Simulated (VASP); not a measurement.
# RbBr (Fm-3m) in VASP: further runs

RbBr is run at these levels: PBE; tasks: single point.

All numbers are computed with VASP 6.6.1; they aren't measurements. Logs are shortened: lines on timing, memory, paths and dates and some standing lists are left out, and cuts for length are marked.

### Step 1. The cell of the first run

Symmetry: Fm-3m, No. 225, cubic system. The conventional cell has a = 6.725 Å, b = 6.725 Å, c = 6.725 Å, α = 90.00°, β = 90.00°, γ = 90.00°. Rb (site symmetry m-3m) has 6 Br at 3.36 Å within 4.4 Å. Br (site symmetry m-3m) has 6 Rb at 3.36 Å within 4.4 Å.

### Step 2. Single point, PBE (volume scaled by 0.88)

Contents of INCAR:

```
SYSTEM = RbBr
ALGO     = Normal         ! electronic algorithm
EDIFF    = 1E-6           ! SCF threshold, eV
ENCUT    = 500            ! plane-wave cutoff, eV
GGA      = PE             ! functional
GGA_COMPAT= .False.      
ISIF     = 2              ! what is computed and relaxed
ISMEAR   = 0              ! smearing method
LASPH    = .True.         ! aspherical terms in the spheres
LCHARG   = .False.        ! write CHGCAR
LREAL    = .False.        ! projectors in reciprocal space
LWAVE    = .False.        ! write WAVECAR
NBANDS   = 15             ! bands
NELM     = 120            ! most SCF steps
PREC     = Accurate       ! precision mode
SIGMA    = 0.02           ! smearing width, eV
```

Contents of KPOINTS:

```
k-points
0
Gamma
  6 6 6
  0 0 0
```

Contents of POSCAR:

```
RbBr
1.0
    0.0000000000      3.3623110477      3.3623110477
    3.3623110477      0.0000000000      3.3623110477
    3.3623110477      3.3623110477      0.0000000000
Rb Br
1 1
Direct
    0.0000000000      0.0000000000      0.0000000000
    0.5000000000      0.5000000000      0.5000000000
```

Potentials or basis: VASP PAW PBE potentials, release 64 (Rb_sv, Br).

Started as:

```console
> cat potpaw_PBE.64/Rb_sv/POTCAR potpaw_PBE.64/Br/POTCAR > POTCAR
> mpirun -np 1 vasp_std > vasp.out
```

OUTCAR:

```text
SYSTEM = RbBr
   EDIFF = 1E-6
   ENCUT = 500
   GGA = PE
   ISIF = 2
   ISMEAR = 0
   LASPH = .True.
   LREAL = .False.
   NELM = 120
   PREC = Accurate

 ion  position               nearest neighbor table
   1  0.000  0.000  0.000-   2 3.36   2 3.36   2 3.36   2 3.36   2 3.36   2 3.36
   2  0.500  0.500  0.500-   1 3.36   1 3.36   1 3.36   1 3.36   1 3.36   1 3.36

  LATTYP: Found a face centered cubic cell.
 ALAT       =     6.7246220954

  Lattice vectors:

 A1 = (   0.0000000000,   3.3623110477,   3.3623110477)
 A2 = (   3.3623110477,   0.0000000000,   3.3623110477)
 A3 = (   3.3623110477,   3.3623110477,   0.0000000000)

Analysis of symmetry for initial positions (statically):
=====================================================================
 Subroutine PRICEL returns:
 Original cell was already a primitive cell.

 Routine SETGRP: Setting up the symmetry group for a
 face centered cubic supercell.

 Subroutine GETGRP returns: Found 48 space group operations
 (whereof 48 operations were pure point group operations)
 out of a pool of 48 trial point group operations.

The static configuration has the point symmetry O_h .

Analysis of symmetry for dynamics (positions and initial velocities):
=====================================================================
 Subroutine PRICEL returns:
 Original cell was already a primitive cell.

 Routine SETGRP: Setting up the symmetry group for a
 face centered cubic supercell.

 Subroutine GETGRP returns: Found 48 space group operations
 (whereof 48 operations were pure point group operations)
 out of a pool of 48 trial point group operations.

The dynamic configuration has the point symmetry O_h .

 Subroutine INISYM returns: Found 48 space group operations
 (whereof 48 operations are pure point group operations),
 and found     1 'primitive' translations

----------------------------------------------------------------------------------------

                                     Primitive cell

  volume of cell :      76.0228

  direct lattice vectors                    reciprocal lattice vectors
     0.000000000  3.362311048  3.362311048    -0.148707241  0.148707241  0.148707241
     3.362311048  0.000000000  3.362311048     0.148707241 -0.148707241  0.148707241
     3.362311048  3.362311048  0.000000000     0.148707241  0.148707241 -0.148707241

  length of vectors
[... 81 lines left out ...]
   POTIM  = 0.5000    time-step for ionic-motion
   TEBEG  =    0.0;   TEEND  =   0.0 temperature during run
   PSTRESS=    0.0 pullay stress
   NELECT =      16.0000    total number of electrons
   NUPDOWN=      -1.0000    fix difference up-down
   EMIN   =  10.00;   EMAX   =-10.00  energy-range for DOS
   EFERMI =   0.00;   METHOD = LEGACY
   ISMEAR =     0;   SIGMA  =   0.02  broadening in eV -4-tet -1-fermi 0-gaus
   EFERMI_NEDOS =   21; number of points for ismear=-14 and -15
   IALGO  =     38    algorithm
   IMIX   =      4    mixing-type and parameters
     AMIX     =   0.40;   BMIX     =  1.00
     AMIX_MAG =   1.60;   BMIX_MAG =  1.00
  volume/ion in A,a.u.               =      38.01       256.51
  Fermi-wavevector in a.u.,A,eV,Ry     =   0.973794  1.840203 12.902052  0.948274
  Thomas-Fermi vector in A             =   2.104202
   LORBIT       =      0    0 simple, 1 ext, 2 COOP (PROOUT), +10 PAW based schemes
   GGA     = PE    functional components
   LHFCALC =     F    Hartree Fock is set to
   AEXX    =    0.0000 exact exchange contribution
   IVDW    =     0    specifies the selected vdW correction
   LEPSILON=     F    determine dielectric tensor
   LRPA    =     F    only Hartree local field effects (RPA)
 non-spin polarized calculation
 Gauss-broadening in eV      SIGMA  =   0.02
  energy-cutoff  :      500.00
  volume of cell :       76.02
 maximum number of plane-waves:      1964
   NGX = 17   NGY = 17   NGZ = 17

 number of electron      16.0000002 magnetization

 Free energy of the ion-electron system (eV)
  ---------------------------------------------------
  ext. energy  EPLUGINS =         0.00000000
  ---------------------------------------------------
  free energy    TOTEN  =        -6.05405234 eV

  energy without entropy =       -6.05405234  energy(sigma->0) =       -6.05405234

 E-fermi :  -1.3662     XC(G=0):  -7.4631

 val. band max:       -1.5245375799   @ k =   0.0000   0.0000   0.0000
 cond. band min:       2.9877160541   @ k =   0.0000   0.0000   0.0000
 fundamental gap:      4.5122536340
 Fermi energy:        -1.3661799496

 k-point     1 :       0.0000    0.0000    0.0000
  band No.  band energies     occupation
      1     -25.8253      2.00000
      2     -13.7665      2.00000
      3      -9.9070      2.00000
      4      -9.9070      2.00000
      5      -9.9070      2.00000
      6      -1.5245      2.00000
      7      -1.5245      2.00000
      8      -1.5245      2.00000
      9       2.9877      0.00000
     10       5.7630      0.00000
     11       5.7630      0.00000
     12       5.7630      0.00000
     13       6.6927      0.00000
     14       6.6927      0.00000
[... 257 lines left out ...]
      2     -13.7321      2.00000
      3     -10.1014      2.00000
      4     -10.0319      2.00000
      5      -9.9096      2.00000
      6      -1.9849      2.00000
      7      -1.9547      2.00000
      8      -1.7971      2.00000
      9       4.7750      0.00000
     10       6.5901      0.00000
     11       6.5972      0.00000
     12       7.6494      0.00000
     13       8.6606      0.00000
     14       9.5672      0.00000
     15      10.1380      0.00000

------------------------ aborting loop because EDIFF is reached ----------------------------------------

  FORCE on cell =-STRESS in cart. coord.  units (eV):
  Direction    XX          YY          ZZ          XY          YZ          ZX
  --------------------------------------------------------------------------------------
  -------------------------------------------------------------------------------------
  Total        1.0050221      1.0050221      1.0050221      0.0000000      0.0000000      0.0000000
  in kB       21.1808080     21.1808080     21.1808080      0.0000000      0.0000000      0.0000000
  external PRESSURE =      21.1808080 kB  Pullay stress =       0.0000000 kB

 VOLUME and BASIS-vectors are now :
 -----------------------------------------------------------------------------
  energy-cutoff  :      500.00
  volume of cell :       76.02
      direct lattice vectors                 reciprocal lattice vectors
     0.000000000  3.362311048  3.362311048    -0.148707241  0.148707241  0.148707241
     3.362311048  0.000000000  3.362311048     0.148707241 -0.148707241  0.148707241
     3.362311048  3.362311048  0.000000000     0.148707241  0.148707241 -0.148707241

 POSITION                                       TOTAL-FORCE (eV/Angst)
 -----------------------------------------------------------------------------------
      0.00000      0.00000      0.00000        -0.000000      0.000000      0.000000
      3.36231      3.36231      3.36231         0.000000     -0.000000     -0.000000
 -----------------------------------------------------------------------------------
    total drift:                                0.000000      0.000000      0.000000

  FREE ENERGIE OF THE ION-ELECTRON SYSTEM (eV)
  ---------------------------------------------------
  free  energy   TOTEN  =        -6.0540523439 eV

  energy  without entropy=       -6.0540523439  energy(sigma->0) =       -6.05405234
```

It took 30 s on 1 thread of Intel Xeon 8259CL, shared host; peak memory 0.2 GiB.

What came out:

```
Free energy            : -6.0541 eV
Pressure               : 2.1 GPa
Band gap on the k mesh : 4.51 eV, direct
```

Caveat: the cell differs from its parent crystal (volume scaled by 0.88).

### Step 3. Single point, PBE (volume scaled by 0.91)

Contents of INCAR:

```
SYSTEM = RbBr
PREC = Accurate
ENCUT = 500
EDIFF = 1E-6
ISMEAR = 0
SIGMA = 0.02
LREAL = .False.
LASPH = .True.
NELM = 120
ALGO = Normal
ISIF = 2
LWAVE = .False.
LCHARG = .False.
GGA = PE
NBANDS = 15
GGA_COMPAT = .False.
```

Contents of KPOINTS:

```
regular mesh
0
Gamma
  6 6 6
  0 0 0
```

Contents of POSCAR:

```
RbBr
1.0
    0.0000000000      3.4000929858      3.4000929858
    3.4000929858      0.0000000000      3.4000929858
    3.4000929858      3.4000929858      0.0000000000
Rb Br
1 1
Direct
    0.0000000000      0.0000000000      0.0000000000
    0.5000000000      0.5000000000      0.5000000000
```

Potentials or basis: VASP PAW PBE potentials, release 64 (Rb_sv, Br).

Started as:

```console
> cat potpaw_PBE.64/Rb_sv/POTCAR potpaw_PBE.64/Br/POTCAR > POTCAR
> mpirun -np 1 vasp_std > vasp.out
```

It took 34 s on 1 thread of Intel Xeon 8259CL, shared host; peak memory 0.2 GiB.

It converged, with:

```yaml
Free_energy: -6.0828 eV
Pressure: 1.4 GPa
Band_gap_on_the_k_mesh: 4.42 eV, direct
```

Levels at points of the mesh, in eV from the valence-band top:
```tsv
k point	band 5	band 6	band 7	band 8	band 9	band 10	band 11	band 12
(0.00, 0.00, 0.00)	-8.44	0.00	0.00	0.00	4.42	7.28	7.28	7.28
(0.50, 0.00, 0.00)	-8.39	-1.03	-0.38	-0.38	6.87	7.80	9.56	9.56
(0.50, 0.50, 0.00)	-8.52	-0.48	-0.16	-0.16	5.58	7.22	9.25	9.33
```

Caveat: the cell differs from its parent crystal (volume scaled by 0.91).

### Step 4. Single point, PBE

This run uses another cell than the first one, of 40.25 Å³/atom, 1.059 times its volume.

Contents of INCAR:

```
ALGO     = Normal         # electronic algorithm
EDIFF    = 1E-6           # SCF threshold, eV
ENCUT    = 500            # plane-wave cutoff, eV
GGA      = PE             # functional
GGA_COMPAT= False        
ISIF     = 2              # what is computed and relaxed
ISMEAR   = 0              # smearing method
LASPH    = True           # aspherical terms in the spheres
LCHARG   = False          # write CHGCAR
LREAL    = False          # projectors in reciprocal space
LWAVE    = False          # write WAVECAR
NBANDS   = 15             # bands
NELM     = 120            # most SCF steps
PREC     = Accurate       # precision mode
SIGMA    = 0.02           # smearing width, eV
```

Contents of KPOINTS:

```
k-points
0
Gamma
  6 6 6
```

Contents of POSCAR:

```
RbBr
1.0
    0.0000000000      3.4270000000      3.4270000000
    3.4270000000      0.0000000000      3.4270000000
    3.4270000000      3.4270000000      0.0000000000
Rb Br
1 1
Direct
    0.0000000000      0.0000000000      0.0000000000
    0.5000000000      0.5000000000      0.5000000000
```

Started as:

```console
> cat potpaw_PBE.64/Rb_sv/POTCAR potpaw_PBE.64/Br/POTCAR > POTCAR
> mpirun -np 1 vasp_std > vasp.out
```

It took 32 s on 1 thread of Intel Xeon 8259CL, shared host; peak memory 0.2 GiB.

Results (log left out):

- Free energy: -6.0973 eV
- Pressure: 1.0 GPa
- Band gap on the k mesh: 4.36 eV, direct

Levels at points of the mesh, in eV from the valence-band top:
```csv
k point,band 4,band 5,band 6,band 7,band 8,band 9,band 10,band 11,band 12,band 13
"(0.00, 0.00, 0.00)",-8.49,-8.49,0.00,0.00,0.00,4.36,7.28,7.28,7.28,8.17
"(0.50, 0.00, 0.00)",-8.50,-8.44,-0.99,-0.36,-0.36,6.81,7.72,9.49,9.49,10.17
"(0.50, 0.50, 0.00)",-8.56,-8.56,-0.47,-0.16,-0.16,5.61,7.13,9.20,9.20,9.44
```

A hybrid or GW would open this gap; PBE tends to underestimate it.

### Step 5. Single point, PBE (volume scaled by 1.06)

Contents of INCAR:

```
SYSTEM = RbBr
PREC     = Accurate       ! precision mode
ENCUT    = 500            ! plane-wave cutoff, eV
EDIFF    = 1E-6           ! SCF threshold, eV
ISMEAR   = 0              ! smearing method
SIGMA    = 0.02           ! smearing width, eV
LREAL    = .False.        ! projectors in reciprocal space
LASPH    = .True.         ! aspherical terms in the spheres
NELM     = 120            ! most SCF steps
ALGO     = Normal         ! electronic algorithm
ISIF     = 2              ! what is computed and relaxed
LWAVE    = .False.        ! write WAVECAR
LCHARG   = .False.        ! write CHGCAR
GGA      = PE             ! functional
NBANDS   = 15             ! bands
GGA_COMPAT= .False.
```

Contents of KPOINTS:

```
regular mesh
0
Gamma
  6 6 6
  0 0 0
```

Contents of POSCAR:

```
RbBr
1.0
    0.0000000000      3.5774943122      3.5774943122
    3.5774943122      0.0000000000      3.5774943122
    3.5774943122      3.5774943122      0.0000000000
Rb Br
1 1
Direct
    0.0000000000      0.0000000000      0.0000000000
    0.5000000000      0.5000000000      0.5000000000
```

Started as:

```console
> cat potpaw_PBE.64/Rb_sv/POTCAR potpaw_PBE.64/Br/POTCAR > POTCAR
> mpirun -np 1 vasp_std > vasp.out
```

Wall time 44 s (1 thread of Intel Xeon 8259CL, shared host); peak memory 0.24 GiB.

Results (log left out):

```
Free energy            : -6.1060 eV
Pressure               : -0.6 GPa
Band gap on the k mesh : 4.06 eV, direct
```

Levels at points of the mesh, in eV from the valence-band top:
| k point | band 5 | band 6 | band 7 | band 8 | band 9 | band 10 | band 11 | band 12 |
| --- | --- | --- | --- | --- | --- | --- | --- | --- |
| (0.00, 0.00, 0.00) | -8.77 | 0.00 | 0.00 | 0.00 | 4.06 | 7.21 | 7.21 | 7.21 |
| (0.50, 0.00, 0.00) | -8.75 | -0.79 | -0.26 | -0.26 | 6.48 | 7.25 | 9.09 | 9.09 |
| (0.50, 0.50, 0.00) | -8.81 | -0.43 | -0.15 | -0.15 | 5.70 | 6.65 | 8.55 | 8.92 |

Caveat: the cell differs from its parent crystal (volume scaled by 1.06).

### Step 6. Summary

| cell | gap on the mesh (eV) | pressure (GPa) |
| --- | --- | --- |
| a = 4.755 Å, angles 60.0°, 2 atoms | 4.51 | 2.1 |
| a = 4.808 Å, angles 60.0°, 2 atoms | 4.42 | 1.4 |
| a = 4.847 Å, angles 60.0°, 2 atoms | 4.36 | 1.0 |
| a = 5.059 Å, angles 60.0°, 2 atoms | 4.06 | -0.6 |

Alike in all rows: task single point; level PBE; potentials or basis VASP PAW PBE potentials, release 64 (Rb_sv, Br); no spin polarisation; k mesh 6 × 6 × 6; cutoff (eV) 500; smearing gaussian 0.02 eV.

Total energies depend on the potentials used, so only differences within one code and one set of settings carry meaning.
